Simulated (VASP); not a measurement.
# Sb (Fm-3m) in VASP: further runs

Sb is run at these levels: RPBE, revPBE; tasks: single point.

Program: VASP 6.6.1. These are calculated values, not measurements. Logs are shortened: lines on timing, memory, paths and dates and some standing lists are left out, and cuts for length are marked.

### 1 The cell of the first run

It takes space group Fm-3m (No. 225, cubic). The conventional cell has a = 4.742 Å, b = 4.742 Å, c = 4.742 Å, α = 90.00°, β = 90.00°, γ = 90.00°. Within 4.4 Å of Sb (site symmetry m-3m) lie 12 Sb at 3.35 Å.

### 2 Single point, RPBE

File INCAR:

```
PREC = Accurate
ENCUT = 520
EDIFF = 1E-7
ISMEAR = -1
SIGMA = 0.05
LREAL = False
LASPH = True
NELM = 60
ALGO = Normal
ISIF = 2
LWAVE = False
LCHARG = False
GGA = RP
NBANDS = 8
```

File KPOINTS:

```
Automatic mesh
0
Gamma
  10 10 10
```

File POSCAR:

```
Sb
1.0
    0.0000000000      2.3712425216      2.3712425216
    2.3712425216      0.0000000000      2.3712425216
    2.3712425216      2.3712425216      0.0000000000
Sb
1
Direct
    0.0000000000      0.0000000000      0.0000000000
```

Potentials or basis: VASP PAW PBE potentials, release 64 (Sb).

Started as:

```console
> cat potpaw_PBE.64/Sb/POTCAR > POTCAR
> mpirun -np 1 vasp_std > vasp.out
```

OUTCAR:

```text
PREC = Accurate
   ENCUT = 520
   EDIFF = 1E-7
   ISMEAR = -1
   LREAL = False
   LASPH = True
   NELM = 60
   ISIF = 2
   GGA = RP

 ion  position               nearest neighbor table
   1  0.000  0.000  0.000-

  LATTYP: Found a face centered cubic cell.
 ALAT       =     4.7424850432

  Lattice vectors:

 A1 = (   0.0000000000,   2.3712425216,   2.3712425216)
 A2 = (   2.3712425216,   0.0000000000,   2.3712425216)
 A3 = (   2.3712425216,   2.3712425216,   0.0000000000)

Analysis of symmetry for initial positions (statically):
=====================================================================
 Subroutine PRICEL returns:
 Original cell was already a primitive cell.

 Routine SETGRP: Setting up the symmetry group for a
 face centered cubic supercell.

 Subroutine GETGRP returns: Found 48 space group operations
[... 9 lines left out ...]

 Routine SETGRP: Setting up the symmetry group for a
 face centered cubic supercell.

 Subroutine GETGRP returns: Found 48 space group operations
[... 11 lines left out ...]
                                     Primitive cell

  volume of cell :      26.6660

  direct lattice vectors                    reciprocal lattice vectors
     0.000000000  2.371242522  2.371242522    -0.210859916  0.210859916  0.210859916
     2.371242522  0.000000000  2.371242522     0.210859916 -0.210859916  0.210859916
     2.371242522  2.371242522  0.000000000     0.210859916  0.210859916 -0.210859916

  length of vectors
     3.353443334  3.353443334  3.353443334     0.365220089  0.365220089  0.365220089

  position of ions in fractional coordinates (direct lattice)
     0.000000000  0.000000000  0.000000000

  ion indices of the primitive-cell ions
   primitive index   ion index
                 1           1

----------------------------------------------------------------------------------------

 KPOINTS: Automatic mesh

Automatic generation of k-mesh.
 Grid dimensions read from file:
 generate k-points for:   10   10   10

 Generating k-lattice:

  Cartesian coordinates                     Fractional coordinates (reciprocal lattice)
    -0.021085992  0.021085992  0.021085992     0.100000000  0.000000000  0.000000000
     0.021085992 -0.021085992  0.021085992     0.000000000  0.100000000  0.000000000
     0.021085992  0.021085992 -0.021085992     0.000000000  0.000000000  0.100000000

  Length of vectors
     0.036522009  0.036522009  0.036522009

  Shift w.r.t. Gamma in fractional coordinates (k-lattice)
     0.000000000  0.000000000  0.000000000

 Subroutine IBZKPT returns following result:
 ===========================================

 Found     47 irreducible k-points:

 Following reciprocal coordinates:
            Coordinates               Weight
  0.000000  0.000000  0.000000      1.000000
  0.100000  0.000000  0.000000      8.000000
  0.200000  0.000000  0.000000      8.000000
  0.300000  0.000000  0.000000      8.000000
  0.400000  0.000000  0.000000      8.000000
  0.500000  0.000000  0.000000      4.000000
[... 16 lines left out ...]
  0.300000  0.300000  0.000000      6.000000
  0.400000  0.300000  0.000000     24.000000
 [... further k-points ...]
   k-points           NKPTS =     47   k-points in BZ     NKDIM =     47   number of bands    NBANDS=      8
   number of dos      NEDOS =    301   number of ions     NIONS =      1
   total plane-waves  NPLWV =  21952
   dimension x,y,z NGX =    28 NGY =   28 NGZ =   28
   dimension x,y,z NGXF=    56 NGYF=   56 NGZF=   56
   ions per type =               1
   NGX,Y,Z   is equivalent  to a cutoff of  13.88, 13.88, 13.88 a.u.
   NGXF,Y,Z  is equivalent  to a cutoff of  27.76, 27.76, 27.76 a.u.
 SYSTEM =  unknown system
   PREC   = accura    normal or accurate (medium, high low for compatibility)
   ISTART =      0    job   : 0-new  1-cont  2-samecut
   ICHARG =      2    charge: 1-file 2-atom 10-const
   ISPIN  =      1    spin polarized calculation?
   LNONCOLLINEAR =      F non collinear calculations
   LSORBIT =      F    spin-orbit coupling
   LASPH  =      T    aspherical Exc in radial PAW
   ENCUT  =  520.0 eV  38.22 Ry    6.18 a.u.   6.24  6.24  6.24*2*pi/ulx,y,z
   NELM   =     60;   NELMIN=  2; NELMDL= -5     # of ELM steps
   EDIFF  = 0.1E-06   stopping-criterion for ELM
   LREAL  =      F    real-space projection
   EDIFFG = 0.1E-05   stopping-criterion for IOM
   NSW    =      0    number of steps for IOM
   IBRION =     -1    ionic relax: 0-MD 1-quasi-New 2-CG
   NFREE  =      0    steps in history (QN), initial steepest desc. (CG)
   ISIF   =      2    stress and relaxation
   ISYM   =      2    0-nonsym 1-usesym 2-fastsym
   POTIM  = 0.5000    time-step for ionic-motion
   TEBEG  =    0.0;   TEEND  =   0.0 temperature during run
   PSTRESS=    0.0 pullay stress
   NELECT =       5.0000    total number of electrons
   NUPDOWN=      -1.0000    fix difference up-down
   EMIN   =  10.00;   EMAX   =-10.00  energy-range for DOS
   EFERMI =   0.00;   METHOD = LEGACY
   ISMEAR =    -1;   SIGMA  =   0.05  broadening in eV -4-tet -1-fermi 0-gaus
   EFERMI_NEDOS =   21; number of points for ismear=-14 and -15
   IALGO  =     38    algorithm
   IMIX   =      4    mixing-type and parameters
     AMIX     =   0.40;   BMIX     =  1.00
     AMIX_MAG =   1.60;   BMIX_MAG =  1.00
  volume/ion in A,a.u.               =      26.67       179.95
  Fermi-wavevector in a.u.,A,eV,Ry     =   0.937013  1.770697 11.945820  0.877993
  Thomas-Fermi vector in A             =   2.064081
   LORBIT       =      0    0 simple, 1 ext, 2 COOP (PROOUT), +10 PAW based schemes
   GGA     = RP    functional components
   LHFCALC =     F    Hartree Fock is set to
   AEXX    =    0.0000 exact exchange contribution
   IVDW    =     0    specifies the selected vdW correction
   LEPSILON=     F    determine dielectric tensor
   LRPA    =     F    only Hartree local field effects (RPA)
 non-spin polarized calculation
  energy-cutoff  :      520.00
  volume of cell :       26.67
 maximum number of plane-waves:       728
 NGX is ok and might be reduce to    28
   NGX = 13   NGY = 13   NGZ = 13

 number of electron       5.0000000 magnetization

 Free energy of the ion-electron system (eV)
  ---------------------------------------------------
  ext. energy  EPLUGINS =         0.00000000
  ---------------------------------------------------
  free energy    TOTEN  =        -3.42854463 eV

  energy without entropy =       -3.42170141  energy(sigma->0) =       -3.42512302

 E-fermi :   8.7296     XC(G=0): -10.2396

 val. band max:        8.6867470182   @ k =   0.3000   0.2000   0.0000
 cond. band min:       8.7621327382   @ k =  -0.2000   0.2000   0.0000
 fundamental gap:      0.0753857200
 Fermi energy:         8.7295999351

 k-point     1 :       0.0000    0.0000    0.0000
  band No.  band energies     occupation
      1      -4.2392      2.00000
      2      14.1761      0.00000
      3      14.1761      0.00000
      4      14.1761      0.00000
      5      18.6986      0.00000
      6      18.6986      0.00000
      7      18.6986      0.00000
      8      18.9399      0.00000

 k-point     2 :       0.1000    0.0000    0.0000
  band No.  band energies     occupation
      1      -4.0393      2.00000
      2      12.4429      0.00000
      3      13.9181      0.00000
      4      13.9181      0.00000
      5      17.6505      0.00000
      6      19.1142      0.00000
      7      19.1142      0.00000
      8      20.9434      0.00000

 k-point     3 :       0.2000    0.0000    0.0000
  band No.  band energies     occupation
      1      -3.4441      2.00000
      2       9.4456      0.00000
      3      13.3890      0.00000
      4      13.3890      0.00000
      5      17.1356      0.00000
      6      19.4665      0.00000
      7      19.4665      0.00000
      8      21.0567      0.00000

 k-point     4 :       0.3000    0.0000    0.0000
  band No.  band energies     occupation
      1      -2.4772      2.00000
      2       6.5430      2.00000
      3      12.8938      0.00000
      4      12.8938      0.00000
      5      16.9011      0.00000
      6      18.6999      0.00000
      7      18.6999      0.00000
      8      19.7332      0.00000

 k-point     5 :       0.4000    0.0000    0.0000
  band No.  band energies     occupation
      1      -1.2454      2.00000
      2       4.1020      2.00000
      3      12.5660      0.00000
      4      12.5660      0.00000
      5      16.8987      0.00000
      6      18.0614      0.00000
      7      18.0614      0.00000
      8      18.7561      0.00000

 k-point     6 :       0.5000    0.0000    0.0000
  band No.  band energies     occupation
      1      -0.4180      2.00000
      2       2.8655      2.00000
      3      12.4528      0.00000
      4      12.4528      0.00000
      5      16.9654      0.00000
      6      17.8366      0.00000
      7      17.8366      0.00000
      8      18.3596      0.00000

 k-point     7 :       0.1000    0.1000    0.0000
  band No.  band energies     occupation
      1      -3.9725      2.00000
      2      13.1389      0.00000
      3      13.2025      0.00000
      4      13.2025      0.00000
      5      16.8195      0.00000
      6      19.8991      0.00000
      7      19.9181      0.00000
      8      19.9181      0.00000

 k-point     8 :       0.2000    0.1000    0.0000
  band No.  band energies     occupation
      1      -3.5085      2.00000
      2      10.5123      0.00000
      3      12.4806      0.00000
      4      13.0878      0.00000
      5      16.7151      0.00000
      6      18.5504      0.00000
      7      19.9906      0.00000
      8      20.7778      0.00000

 k-point     9 :       0.3000    0.1000    0.0000
  band No.  band energies     occupation
      1      -2.6624      2.00000
      2       7.5965      2.00000
      3      11.9775      0.00000
      4      12.4364      0.00000
      5      16.5694      0.00000
      6      18.4744      0.00000
      7      20.2254      0.00000
      8      20.2511      0.00000

 k-point    10 :       0.4000    0.1000    0.0000
  band No.  band energies     occupation
      1      -1.4982      2.00000
      2       4.9983      2.00000
      3      11.7220      0.00000
      4      11.7797      0.00000
      5      16.1635      0.00000
      6      18.5305      0.00000
      7      19.3069      0.00000
      8      20.8228      0.00000
[... 78 lines left out ...]
 k-point    18 :       0.4000    0.2000    0.0000
  band No.  band energies     occupation
      1      -1.3976      2.00000
      2       6.1692      2.00000
      3       9.9098      0.00000
      4      10.7488      0.00000
      5      14.7914      0.00000
      6      17.9682      0.00000
      7      21.3176      0.00000
      8      21.8244      0.00000

 k-point    19 :       0.5000    0.2000    0.0000
  band No.  band energies     occupation
      1      -0.2020      2.00000
      2       4.1381      2.00000
      3       8.9889      0.01113
      4      10.8807      0.00000
      5      14.7751      0.00000
      6      19.9344      0.00000
      7      20.5024      0.00000
      8      21.6255      0.00000

 k-point    20 :      -0.4000    0.2000    0.0000
  band No.  band energies     occupation
      1       0.0719      2.00000
      2       3.7637      2.00000
      3       8.3828      1.99806
      4      11.3879      0.00000
      5      15.1730      0.00000
      6      19.9653      0.00000
      7      20.1995      0.00000
      8      23.3254      0.00000

 k-point    21 :      -0.3000    0.2000    0.0000
  band No.  band energies     occupation
      1      -1.0110      2.00000
      2       5.4799      2.00000
      3       8.1829      1.99996
      4      12.2083      0.00000
      5      15.9640      0.00000
      6      19.7352      0.00000
      7      19.9024      0.00000
      8      21.8208      0.00000

 k-point    22 :      -0.2000    0.2000    0.0000
  band No.  band energies     occupation
      1      -2.1517      2.00000
      2       7.6020      2.00000
      3       8.7621      0.68568
      4      13.1603      0.00000
      5      17.1283      0.00000
      6      19.2866      0.00000
      7      19.6733      0.00000
      8      20.1967      0.00000

 k-point    23 :       0.3000    0.3000    0.0000
  band No.  band energies     occupation
      1      -1.8710      2.00000
      2       8.3003      1.99963
      3      10.2765      0.00000
      4      10.2765      0.00000
      5      14.1819      0.00000
      6      14.4500      0.00000
      7      24.2461      0.00000
      8      24.2461      0.00000

 k-point    24 :       0.4000    0.3000    0.0000
  band No.  band energies     occupation
      1      -0.9335      2.00000
      2       6.6821      2.00000
      3       8.9959      0.00969
      4       9.9144      0.00000
      5      13.8749      0.00000
      6      15.1180      0.00000
      7      23.5797      0.00000
      8      24.2986      0.00000

 [... further k-points ...]
[... 5 lines left out ...]
  --------------------------------------------------------------------------------------
  -------------------------------------------------------------------------------------
  Total        0.4939590      0.4939590      0.4939590     -0.0000000      0.0000000      0.0000000
  in kB       29.6786096     29.6786096     29.6786096     -0.0000000      0.0000000      0.0000000
  external PRESSURE =      29.6786096 kB  Pullay stress =       0.0000000 kB

 VOLUME and BASIS-vectors are now :
 -----------------------------------------------------------------------------
  energy-cutoff  :      520.00
  volume of cell :       26.67
      direct lattice vectors                 reciprocal lattice vectors
     0.000000000  2.371242522  2.371242522    -0.210859916  0.210859916  0.210859916
     2.371242522  0.000000000  2.371242522     0.210859916 -0.210859916  0.210859916
     2.371242522  2.371242522  0.000000000     0.210859916  0.210859916 -0.210859916

 POSITION                                       TOTAL-FORCE (eV/Angst)
 -----------------------------------------------------------------------------------
      0.00000      0.00000      0.00000         0.000000      0.000000     -0.000000
 -----------------------------------------------------------------------------------
    total drift:                                0.000000      0.000000     -0.000000

  FREE ENERGIE OF THE ION-ELECTRON SYSTEM (eV)
  ---------------------------------------------------
  free  energy   TOTEN  =        -3.4285446305 eV

  energy  without entropy=       -3.4217014087  energy(sigma->0) =       -3.42512302
```

Run time: 6 s. Hardware: 1 thread of AMD EPYC 9R45 (Zen 5), shared host; peak memory 0.12 GiB.

What came out:

| Item | Value |
| --- | --- |
| Free energy | -3.4285 eV |
| Pressure | 3.0 GPa |

Levels at points of the mesh, in eV from the Fermi level:
```
           k point  band 1  band 2  band 3  band 4  band 5  band 6  band 7
(0.00, 0.00, 0.00)  -12.97    5.45    5.45    5.45    9.97    9.97    9.97
(0.50, 0.00, 0.00)   -9.15   -5.86    3.72    3.72    8.24    9.11    9.11
(0.50, 0.50, 0.00)   -7.49   -4.96    0.41    0.41    4.16    4.58   17.59
```

Caveat: the PAW data sets were made with another functional, which shifts forces and pressure a little; spin-orbit coupling is left out, which moves the levels of the heavy elements.

### 3 Single point, revPBE

File INCAR:

```
  PREC = Accurate
  ENCUT = 520
  EDIFF = 1E-7
  ISMEAR = -1
  SIGMA = 0.05
  LREAL = F
  LASPH = T
  NELM = 60
  ALGO = Normal
  ISIF = 2
  LWAVE = F
  LCHARG = F
  GGA = RE
  NBANDS = 8
```

KPOINTS is that of step 2.

POSCAR is that of step 2.

Potentials or basis: VASP PAW PBE potentials, release 64 (Sb).

Started as:

```console
> cat potpaw_PBE.64/Sb/POTCAR > POTCAR
> mpirun -np 1 vasp_std > vasp.out
```

OUTCAR:

```text
PREC = Accurate
   ENCUT = 520
   EDIFF = 1E-7
   ISMEAR = -1
   LREAL = F
   LASPH = T
   NELM = 60
   ISIF = 2
   GGA = RE

 ion  position               nearest neighbor table
   1  0.000  0.000  0.000-

  LATTYP: Found a face centered cubic cell.
 ALAT       =     4.7424850432

  Lattice vectors:

 A1 = (   0.0000000000,   2.3712425216,   2.3712425216)
 A2 = (   2.3712425216,   0.0000000000,   2.3712425216)
 A3 = (   2.3712425216,   2.3712425216,   0.0000000000)

Analysis of symmetry for initial positions (statically):
=====================================================================
 Subroutine PRICEL returns:
 Original cell was already a primitive cell.

 Routine SETGRP: Setting up the symmetry group for a
 face centered cubic supercell.

 Subroutine GETGRP returns: Found 48 space group operations
[... 9 lines left out ...]

 Routine SETGRP: Setting up the symmetry group for a
 face centered cubic supercell.

 Subroutine GETGRP returns: Found 48 space group operations
[... 11 lines left out ...]
                                     Primitive cell
[... 131 lines left out ...]
  ext. energy  EPLUGINS =         0.00000000
  ---------------------------------------------------
  free energy    TOTEN  =        -3.48777298 eV

  energy without entropy =       -3.48095774  energy(sigma->0) =       -3.48436536

 E-fermi :   8.7006     XC(G=0): -10.2503

 val. band max:        8.6546434339   @ k =   0.3000   0.2000   0.0000
 cond. band min:       8.7348414170   @ k =  -0.2000   0.2000   0.0000
 fundamental gap:      0.0801979831
 Fermi energy:         8.7006031699

 k-point     1 :       0.0000    0.0000    0.0000
  band No.  band energies     occupation
      1      -4.2702      2.00000
      2      14.1393      0.00000
      3      14.1393      0.00000
      4      14.1393      0.00000
      5      18.6810      0.00000
      6      18.6810      0.00000
      7      18.6810      0.00000
      8      18.9269      0.00000
[... 243 lines left out ...]
 k-point    24 :       0.4000    0.3000    0.0000
  band No.  band energies     occupation
      1      -0.9662      2.00000
      2       6.6503      2.00000
      3       8.9676      0.00955
      4       9.8838      0.00000
      5      13.8557      0.00000
      6      15.0974      0.00000
      7      23.5598      0.00000
      8      24.2766      0.00000

 [... further k-points ...]
[... 5 lines left out ...]
  --------------------------------------------------------------------------------------
  -------------------------------------------------------------------------------------
  Total        0.4356080      0.4356080      0.4356080      0.0000000     -0.0000000      0.0000000
  in kB       26.1727001     26.1727001     26.1727001      0.0000000     -0.0000000      0.0000000
  external PRESSURE =      26.1727001 kB  Pullay stress =       0.0000000 kB

 VOLUME and BASIS-vectors are now :
 -----------------------------------------------------------------------------
  energy-cutoff  :      520.00
  volume of cell :       26.67
      direct lattice vectors                 reciprocal lattice vectors
     0.000000000  2.371242522  2.371242522    -0.210859916  0.210859916  0.210859916
     2.371242522  0.000000000  2.371242522     0.210859916 -0.210859916  0.210859916
     2.371242522  2.371242522  0.000000000     0.210859916  0.210859916 -0.210859916

 POSITION                                       TOTAL-FORCE (eV/Angst)
 -----------------------------------------------------------------------------------
      0.00000      0.00000      0.00000        -0.000000     -0.000000     -0.000000
 -----------------------------------------------------------------------------------
    total drift:                               -0.000000      0.000000     -0.000000

  FREE ENERGIE OF THE ION-ELECTRON SYSTEM (eV)
  ---------------------------------------------------
  free  energy   TOTEN  =        -3.4877729777 eV

  energy  without entropy=       -3.4809577417  energy(sigma->0) =       -3.48436536
```

Wall time 6.6 s (1 thread of AMD EPYC 9R45 (Zen 5), shared host); peak memory 0.12 GiB.

Results:

| Item | Value |
| --- | --- |
| Free energy | -3.4878 eV |
| Pressure | 2.6 GPa |

Caveat: the PAW data sets were made with another functional, which shifts forces and pressure a little; spin-orbit coupling is left out, which moves the levels of the heavy elements.
